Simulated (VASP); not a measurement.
# MgS (Niningerite) (Fm-3m) in VASP: notebook

The runs below take MgS (Niningerite) through single point, relaxation of cell and atoms, with r2SCAN.

Program: VASP 6.6.1. These are calculated values, not measurements. Logs are shortened: lines on timing, memory, paths and dates and some standing lists are left out, and cuts for length are marked.

### 1 The cell of the first run

It takes space group Fm-3m (No. 225, cubic). Conventional cell: a = 5.305 Å, b = 5.305 Å, c = 5.305 Å, α = 90.00°, β = 90.00°, γ = 90.00°. Within 3.5 Å of Mg (site symmetry m-3m) lie 6 S at 2.65 Å. Within 3.5 Å of S (site symmetry m-3m) lie 6 Mg at 2.65 Å.

### 2 Single point, r2SCAN (volume scaled by 1.06)

Contents of POSCAR:

```
MgS
1.0
    0.0000000000      2.6526756995      2.6526756995
    2.6526756995      0.0000000000      2.6526756995
    2.6526756995      2.6526756995      0.0000000000
Mg S
1 1
Direct
    0.0000000000      0.0000000000      0.0000000000
    0.5000000000      0.5000000000      0.5000000000
```

Contents of INCAR.step1:

```
SYSTEM = MgS
  ALGO = Normal
  EDIFF = 1E-4
  ENCUT = 520
  GGA = PE
  ISMEAR = 0
  LASPH = .TRUE.
  LCHARG = .FALSE.
  LREAL = .FALSE.
  LWAVE = .TRUE.
  NBANDS = 11
  NELM = 80
  PREC = Accurate
  SIGMA = 0.02
```

Contents of INCAR.step2:

```
SYSTEM = MgS
  ALGO = Normal
  EDIFF = 1E-6
  ENCUT = 520
  ISIF = 2
  ISMEAR = 0
  ISTART = 1
  LASPH = .TRUE.
  LCHARG = .TRUE.
  LELF = .TRUE.
  LMIXTAU = .TRUE.
  LREAL = .FALSE.
  LVHAR = .TRUE.
  LWAVE = .FALSE.
  METAGGA = R2SCAN
  NBANDS = 11
  NELM = 80
  PREC = Accurate
  SIGMA = 0.02
```

Contents of KPOINTS:

```
k-points
0
G
  8 8 8
  0 0 0
```

Potentials or basis: VASP PAW PBE potentials, release 64 (Mg, S).

Started as:

```bash
$ cat potpaw_PBE.64/Mg/POTCAR potpaw_PBE.64/S/POTCAR > POTCAR
$ cp INCAR.step1 INCAR
$ mpirun -np 1 vasp_std > vasp.out
$ cp INCAR.step2 INCAR
$ mpirun -np 1 vasp_std > vasp.out
```

OUTCAR:

```text
SYSTEM = MgS
   EDIFF = 1E-6
   ENCUT = 520
   ISIF = 2
   ISMEAR = 0
   ISTART = 1
   LASPH = .TRUE.
   LREAL = .FALSE.
   METAGGA = R2SCAN
   NELM = 80
   PREC = Accurate

 ion  position               nearest neighbor table
   1  0.000  0.000  0.000-   2 2.65   2 2.65   2 2.65   2 2.65   2 2.65   2 2.65
   2  0.500  0.500  0.500-   1 2.65   1 2.65   1 2.65   1 2.65   1 2.65   1 2.65

  LATTYP: Found a face centered cubic cell.
 ALAT       =     5.3053513990

  Lattice vectors:

 A1 = (   0.0000000000,   2.6526756995,   2.6526756995)
 A2 = (   2.6526756995,   0.0000000000,   2.6526756995)
 A3 = (   2.6526756995,   2.6526756995,   0.0000000000)

Analysis of symmetry for initial positions (statically):
=====================================================================
 Subroutine PRICEL returns:
 Original cell was already a primitive cell.

 Routine SETGRP: Setting up the symmetry group for a
 face centered cubic supercell.

 Subroutine GETGRP returns: Found 48 space group operations
 (whereof 48 operations were pure point group operations)
 out of a pool of 48 trial point group operations.

The static configuration has the point symmetry O_h .

Analysis of symmetry for dynamics (positions and initial velocities):
=====================================================================
 Subroutine PRICEL returns:
 Original cell was already a primitive cell.

 Routine SETGRP: Setting up the symmetry group for a
 face centered cubic supercell.

 Subroutine GETGRP returns: Found 48 space group operations
 (whereof 48 operations were pure point group operations)
 out of a pool of 48 trial point group operations.

The dynamic configuration has the point symmetry O_h .

 Subroutine INISYM returns: Found 48 space group operations
 (whereof 48 operations are pure point group operations),
 and found     1 'primitive' translations

----------------------------------------------------------------------------------------

                                     Primitive cell

  volume of cell :      37.3321

  direct lattice vectors                    reciprocal lattice vectors
     0.000000000  2.652675700  2.652675700    -0.188488928  0.188488928  0.188488928
     2.652675700  0.000000000  2.652675700     0.188488928 -0.188488928  0.188488928
     2.652675700  2.652675700  0.000000000     0.188488928  0.188488928 -0.188488928

  length of vectors
     3.751449951  3.751449951  3.751449951     0.326472401  0.326472401  0.326472401

  position of ions in fractional coordinates (direct lattice)
     0.000000000  0.000000000  0.000000000
     0.500000000  0.500000000  0.500000000

  ion indices of the primitive-cell ions
   primitive index   ion index
                 1           1
                 2           2

----------------------------------------------------------------------------------------

 KPOINTS: k-points

Automatic generation of k-mesh.
 Grid dimensions read from file:
 generate k-points for:    8    8    8

 Generating k-lattice:

  Cartesian coordinates                     Fractional coordinates (reciprocal lattice)
    -0.023561116  0.023561116  0.023561116     0.125000000  0.000000000  0.000000000
     0.023561116 -0.023561116  0.023561116     0.000000000  0.125000000  0.000000000
     0.023561116  0.023561116 -0.023561116     0.000000000  0.000000000  0.125000000

  Length of vectors
     0.040809050  0.040809050  0.040809050

  Shift w.r.t. Gamma in fractional coordinates (k-lattice)
     0.000000000  0.000000000  0.000000000

 Subroutine IBZKPT returns following result:
 ===========================================

 Found     29 irreducible k-points:

 Following reciprocal coordinates:
            Coordinates               Weight
  0.000000  0.000000  0.000000      1.000000
  0.125000  0.000000  0.000000      8.000000
  0.250000  0.000000  0.000000      8.000000
  0.375000  0.000000  0.000000      8.000000
  0.500000  0.000000  0.000000      4.000000
  0.125000  0.125000  0.000000      6.000000
[... 16 lines left out ...]
  0.500000  0.250000  0.125000     48.000000
 -0.375000  0.250000  0.125000     24.000000
 [... further k-points ...]
   k-points           NKPTS =     29   k-points in BZ     NKDIM =     29   number of bands    NBANDS=     11
   number of dos      NEDOS =    301   number of ions     NIONS =      2
   total plane-waves  NPLWV =  21952
   dimension x,y,z NGX =    28 NGY =   28 NGZ =   28
   dimension x,y,z NGXF=    56 NGYF=   56 NGZF=   56
   ions per type =               1   1
   NGX,Y,Z   is equivalent  to a cutoff of  12.41, 12.41, 12.41 a.u.
   NGXF,Y,Z  is equivalent  to a cutoff of  24.82, 24.82, 24.82 a.u.
 SYSTEM =  MgS
   PREC   = accura    normal or accurate (medium, high low for compatibility)
   ISTART =      1    job   : 0-new  1-cont  2-samecut
   ICHARG =      0    charge: 1-file 2-atom 10-const
   ISPIN  =      1    spin polarized calculation?
   LNONCOLLINEAR =      F non collinear calculations
   LSORBIT =      F    spin-orbit coupling
   LASPH  =      T    aspherical Exc in radial PAW
   ENCUT  =  520.0 eV  38.22 Ry    6.18 a.u.   6.98  6.98  6.98*2*pi/ulx,y,z
   NELM   =     80;   NELMIN=  2; NELMDL=  0     # of ELM steps
   EDIFF  = 0.1E-05   stopping-criterion for ELM
   LREAL  =      F    real-space projection
   EDIFFG = 0.1E-04   stopping-criterion for IOM
   NSW    =      0    number of steps for IOM
   IBRION =     -1    ionic relax: 0-MD 1-quasi-New 2-CG
   NFREE  =      0    steps in history (QN), initial steepest desc. (CG)
   ISIF   =      2    stress and relaxation
   ISYM   =      2    0-nonsym 1-usesym 2-fastsym
   POTIM  = 0.5000    time-step for ionic-motion
   TEBEG  =    0.0;   TEEND  =   0.0 temperature during run
   PSTRESS=    0.0 pullay stress
   NELECT =       8.0000    total number of electrons
   NUPDOWN=      -1.0000    fix difference up-down
   EMIN   =  10.00;   EMAX   =-10.00  energy-range for DOS
   EFERMI =   0.00;   METHOD = LEGACY
   ISMEAR =     0;   SIGMA  =   0.02  broadening in eV -4-tet -1-fermi 0-gaus
   EFERMI_NEDOS =   21; number of points for ismear=-14 and -15
   IALGO  =     38    algorithm
   IMIX   =      4    mixing-type and parameters
     AMIX     =   0.40;   BMIX     =  1.00
     AMIX_MAG =   1.60;   BMIX_MAG =  1.00
  volume/ion in A,a.u.               =      18.67       125.96
  Fermi-wavevector in a.u.,A,eV,Ry     =   0.979664  1.851297 13.058088  0.959742
  Thomas-Fermi vector in A             =   2.110535
   LORBIT       =      0    0 simple, 1 ext, 2 COOP (PROOUT), +10 PAW based schemes
   METAGGA = R2SCAN    functional components
   LHFCALC =     F    Hartree Fock is set to
   AEXX    =    0.0000 exact exchange contribution
   IVDW    =     0    specifies the selected vdW correction
   LEPSILON=     F    determine dielectric tensor
   LRPA    =     F    only Hartree local field effects (RPA)
 non-spin polarized calculation
 Gauss-broadening in eV      SIGMA  =   0.02
  energy-cutoff  :      520.00
  volume of cell :       37.33
 maximum number of plane-waves:      1036
   NGX = 13   NGY = 13   NGZ = 13

 number of electron       8.0000001 magnetization

 Free energy of the ion-electron system (eV)
  ---------------------------------------------------
  ext. energy  EPLUGINS =         0.00000000
  ---------------------------------------------------
  free energy    TOTEN  =       -15.47628391 eV

  energy without entropy =      -15.47628391  energy(sigma->0) =      -15.47628391

 E-fermi :   3.0776     XC(G=0):  -9.8348

 val. band max:        2.9917113318   @ k =   0.0000   0.0000   0.0000
 cond. band min:       6.2959631096   @ k =   0.5000   0.5000   0.0000
 fundamental gap:      3.3042517778
 Fermi energy:         3.0775754482

 k-point     1 :       0.0000    0.0000    0.0000
  band No.  band energies     occupation
      1      -9.8648      2.00000
      2       2.9917      2.00000
      3       2.9917      2.00000
      4       2.9917      2.00000
      5       7.1329      0.00000
      6      11.5543      0.00000
      7      11.5543      0.00000
      8      11.5543      0.00000
      9      13.8592      0.00000
     10      13.8592      0.00000
     11      16.3646      0.00000

 k-point     2 :       0.1250    0.0000    0.0000
  band No.  band energies     occupation
      1      -9.7239      2.00000
      2       2.0200      2.00000
      3       2.8982      2.00000
      4       2.8982      2.00000
      5       7.9096      0.00000
      6      11.2317      0.00000
      7      11.7872      0.00000
      8      11.7872      0.00000
      9      13.2338      0.00000
     10      13.2338      0.00000
     11      16.3157      0.00000

 k-point     3 :       0.2500    0.0000    0.0000
  band No.  band energies     occupation
      1      -9.3464      2.00000
      2       0.3412      2.00000
      3       2.6920      2.00000
      4       2.6920      2.00000
      5       8.4638      0.00000
      6      11.3498      0.00000
      7      11.3498      0.00000
      8      11.7754      0.00000
      9      13.8511      0.00000
     10      13.8511      0.00000
     11      15.5382      0.00000

 k-point     4 :       0.3750    0.0000    0.0000
  band No.  band energies     occupation
      1      -8.8956      2.00000
      2      -1.0339      2.00000
      3       2.5081      2.00000
      4       2.5081      2.00000
      5       8.2456      0.00000
      6      10.6690      0.00000
      7      10.6690      0.00000
      8      13.1712      0.00000
      9      15.3027      0.00000
     10      15.8102      0.00000
     11      15.8102      0.00000
[... 239 lines left out ...]
 k-point    22 :       0.3750    0.2500    0.1250
  band No.  band energies     occupation
      1      -9.0530      2.00000
      2       0.0842      2.00000
      3       1.6407      2.00000
      4       2.3640      2.00000
      5       9.2368      0.00000
      6      10.1118      0.00000
      7      10.5940      0.00000
      8      12.6651      0.00000
      9      13.6865      0.00000
     10      16.5041      0.00000
     11      18.5075      0.00000

 k-point    23 :       0.5000    0.2500    0.1250
  band No.  band energies     occupation
      1      -8.6751      2.00000
      2      -0.7063      2.00000
      3       1.1346      2.00000
      4       2.0723      2.00000
      5       9.1050      0.00000
      6       9.9200      0.00000
      7      11.3468      0.00000
      8      12.4677      0.00000
      9      15.1997      0.00000
     10      17.8636      0.00000
     11      18.5227      0.00000

 k-point    24 :      -0.3750    0.2500    0.1250
  band No.  band energies     occupation
      1      -8.4981      2.00000
      2      -1.0691      2.00000
      3       0.9979      2.00000
      4       1.9203      2.00000
      5       9.0619      0.00000
      6       9.6360      0.00000
      7      11.8976      0.00000
      8      12.9254      0.00000
      9      15.8473      0.00000
     10      16.8524      0.00000
     11      19.0424      0.00000

 [... further k-points ...]

------------------------ aborting loop because EDIFF is reached ----------------------------------------

  FORCE on cell =-STRESS in cart. coord.  units (eV):
  Direction    XX          YY          ZZ          XY          YZ          ZX
  --------------------------------------------------------------------------------------
  -------------------------------------------------------------------------------------
  Total       -1.0641871     -1.0641871     -1.0641871      0.0000000      0.0000000     -0.0000000
  in kB      -45.6715849    -45.6715849    -45.6715849      0.0000000      0.0000000     -0.0000000
  external PRESSURE =     -45.6715849 kB  Pullay stress =       0.0000000 kB

 VOLUME and BASIS-vectors are now :
 -----------------------------------------------------------------------------
  energy-cutoff  :      520.00
  volume of cell :       37.33
      direct lattice vectors                 reciprocal lattice vectors
     0.000000000  2.652675700  2.652675700    -0.188488928  0.188488928  0.188488928
     2.652675700  0.000000000  2.652675700     0.188488928 -0.188488928  0.188488928
     2.652675700  2.652675700  0.000000000     0.188488928  0.188488928 -0.188488928

 POSITION                                       TOTAL-FORCE (eV/Angst)
 -----------------------------------------------------------------------------------
      0.00000      0.00000      0.00000         0.000000     -0.000000      0.000000
      2.65268      2.65268      2.65268        -0.000000      0.000000     -0.000000
 -----------------------------------------------------------------------------------
    total drift:                                0.000000      0.000000      0.000000

  FREE ENERGIE OF THE ION-ELECTRON SYSTEM (eV)
  ---------------------------------------------------
  free  energy   TOTEN  =       -15.4762839057 eV

  energy  without entropy=      -15.4762839057  energy(sigma->0) =      -15.47628391
```

It took 48 s on 1 thread of AMD EPYC 7R13 (Zen 3), shared host; peak memory 0.14 GiB.

What came out:

* Free energy: -15.4763 eV
* Pressure: -4.6 GPa
* Band gap on the k mesh: 3.30 eV, indirect (least direct gap 4.14 eV)

Levels at points of the mesh, in eV from the valence-band top:
| k point | band 2 | band 3 | band 4 | band 5 | band 6 | band 7 |
| --- | --- | --- | --- | --- | --- | --- |
| (0.00, 0.00, 0.00) | 0.00 | 0.00 | 0.00 | 4.14 | 8.56 | 8.56 |
| (0.50, 0.00, 0.00) | -4.57 | -0.55 | -0.55 | 5.12 | 7.43 | 7.43 |
| (0.50, 0.50, 0.00) | -3.97 | -1.60 | -1.60 | 3.30 | 5.09 | 12.54 |

Caveat: the cell differs from its parent crystal (volume scaled by 1.06); the PAW data sets were made with another functional, which shifts forces and pressure a little. A k mesh can miss the band edges.

### 3 Relaxation of cell and atoms, r2SCAN

This run uses another cell than the first one, of 17.61 Å³/atom, 0.943 times its volume.

Contents of POSCAR:

```
MgS
1.0
    0.0000000000      2.6016500000      2.6016500000
    2.6016500000      0.0000000000      2.6016500000
    2.6016500000      2.6016500000      0.0000000000
Mg S
1 1
Direct
    0.0000000000      0.0000000000      0.0000000000
    0.5000000000      0.5000000000      0.5000000000
```

Contents of INCAR.step1:

```
ALGO     = Normal         # electronic algorithm
EDIFF    = 1E-4           # SCF threshold, eV
ENCUT    = 600            # plane-wave cutoff, eV
GGA      = PE             # functional
ISMEAR   = 0              # smearing method
LASPH    = True           # aspherical terms in the spheres
LCHARG   = False          # write CHGCAR
LREAL    = False          # projectors in reciprocal space
LWAVE    = True           # write WAVECAR
NELM     = 100            # most SCF steps
PREC     = Accurate       # precision mode
SIGMA    = 0.02           # smearing width, eV
```

Contents of INCAR.step2:

```
ALGO     = Normal         # electronic algorithm
EDIFF    = 1E-6           # SCF threshold, eV
EDIFFG   = -0.005         # ionic threshold
ENCUT    = 600            # plane-wave cutoff, eV
IBRION   = 2              # ionic algorithm
ISIF     = 3              # what is computed and relaxed
ISMEAR   = 0              # smearing method
ISTART   = 1            
LASPH    = True           # aspherical terms in the spheres
LCHARG   = False          # write CHGCAR
LMIXTAU  = True         
LREAL    = False          # projectors in reciprocal space
LWAVE    = False          # write WAVECAR
METAGGA  = R2SCAN         # meta-GGA
NELM     = 100            # most SCF steps
NSW      = 100            # ionic steps
PREC     = Accurate       # precision mode
SIGMA    = 0.02           # smearing width, eV
```

Contents of KPOINTS:

```
k-points
0
Gamma
  8 8 8
```

Potentials or basis: VASP PAW PBE potentials, release 64 (Mg, S).

Started as:

```bash
$ cat potpaw_PBE.64/Mg/POTCAR potpaw_PBE.64/S/POTCAR > POTCAR
$ cp INCAR.step1 INCAR
$ mpirun -np 1 vasp_std > vasp.out
$ cp INCAR.step2 INCAR
$ mpirun -np 1 vasp_std > vasp.out
```

Wall time 92 s (1 thread of AMD EPYC 7R13 (Zen 3), shared host); peak memory 0.16 GiB.

The run converged. Its results:

| Quantity | Value |
| --- | --- |
| Free energy | -15.5113 eV |
| Relaxed volume | 17.51 Å³/atom |
| Relaxed cell | a = 3.672 Å, b = 3.672 Å, c = 3.672 Å, α = 60.00°, β = 60.00°, γ = 60.00° |
| Space group after relaxing (to 0.05 Å) | Fm-3m (No. 225) |
| Energy gained by relaxing | 0.1 meV/atom |
| Ionic steps | 3 |
| Pressure after relaxing | 0.0 GPa |
| Band gap on the k mesh | 3.45 eV, indirect (least direct gap 4.66 eV) |

Step by step:
```csv
step,energy change (eV),largest force (eV/Å),pressure (GPa),volume (Å³)
1,0.0000,0.0000,-0.45,35.22
2,-0.0003,0.0000,0.07,34.97
3,-0.0003,0.0000,0.03,35.01
```

Final structure:
```
Mg S
1.0
     0.00000    2.59655    2.59655
     2.59655    0.00000    2.59655
     2.59655    2.59655    0.00000
Mg S
1 1
Direct
  0.00000 0.00000 0.00000
  0.50000 0.50000 0.50000
```

Levels at points of the mesh, in eV from the valence-band top:
| k point | band 2 | band 3 | band 4 | band 5 | band 6 | band 7 |
| --- | --- | --- | --- | --- | --- | --- |
| (0.00, 0.00, 0.00) | 0.00 | 0.00 | 0.00 | 4.66 | 8.53 | 8.53 |
| (0.50, 0.00, 0.00) | -4.91 | -0.63 | -0.63 | 5.23 | 7.51 | 7.51 |
| (0.50, 0.50, 0.00) | -4.30 | -1.74 | -1.74 | 3.45 | 4.91 | 13.20 |

Caveat: the PAW data sets were made with another functional, which shifts forces and pressure a little.
